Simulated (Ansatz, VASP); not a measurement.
MgO: VASP beside Ansatz

Contents of INCAR:

```
PREC     = Accurate       # precision mode
ENCUT    = 520            # plane-wave cutoff, eV
EDIFF    = 1E-6           # SCF threshold, eV
ISMEAR   = -1             # smearing method
SIGMA    = 0.05           # smearing width, eV
LREAL    = F              # projectors in reciprocal space
LASPH    = T              # aspherical terms in the spheres
NELM     = 100            # most SCF steps
ALGO     = Normal         # electronic algorithm
ISIF     = 2              # what is computed and relaxed
LWAVE    = F              # write WAVECAR
LCHARG   = F              # write CHGCAR
GGA      = PS             # functional
NBANDS   = 11             # bands
```

The input KPOINTS:

```
Automatic mesh
0
Gamma
  8 8 8
```

POSCAR

```
MgO
1.0
    0.0000000000      2.0970013927      2.0970013927
    2.0970013927      0.0000000000      2.0970013927
    2.0970013927      2.0970013927      0.0000000000
Mg O
1 1
Direct
    0.0000000000      0.0000000000      0.0000000000
    0.5000000000      0.5000000000      0.5000000000
```

input.yaml

```yaml
crystal:
  lattice:
    - [0.0, 2.0970013927, 2.0970013927]
    - [2.0970013927, 0.0, 2.0970013927]
    - [2.0970013927, 2.0970013927, 0.0]
  atoms:
    - { symbol: Mg, position: [0.0, 0.0, 0.0] }
    - { symbol: O, position: [0.5, 0.5, 0.5] }
kpoints:
  mp_grid: { grid: [8, 8, 8] }
scf:
  occupations: { method: fermi_dirac, width: 0.05 }
hamiltonian:
  xc: pbesol
  pseudopotentials: { kind: all_electron, datasets: crystal }
output:
  forces: true
  stress: true
  eigenvalues: true
```

Alike in both runs: task single point; functional PBEsol; k mesh 8 × 8 × 8; occupations fermi-dirac, width 0.05 eV; no spin polarisation.

```csv
,VASP,Ansatz
version,VASP 6.6.1,Ansatz 0.2.0
potentials or method,"VASP PAW PBE potentials, release 64 (Mg, O), cutoff 520 eV",all-electron PAW datasets made for the crystal
```

VASP gave:

* gap on the k mesh at the Fermi level (eV): 4.76
* least direct gap on the mesh (eV): 4.76
* pressure (GPa): 1.8

Question: What did Ansatz give for the same quantities?

Answer: gap on the k mesh at the Fermi level (eV): 4.76; least direct gap on the mesh (eV): 4.76; pressure (GPa): 2.4.

VASP's potentials were made for PBE, not for PBEsol. Ansatz ran all-electron here, and VASP with PAW potentials.
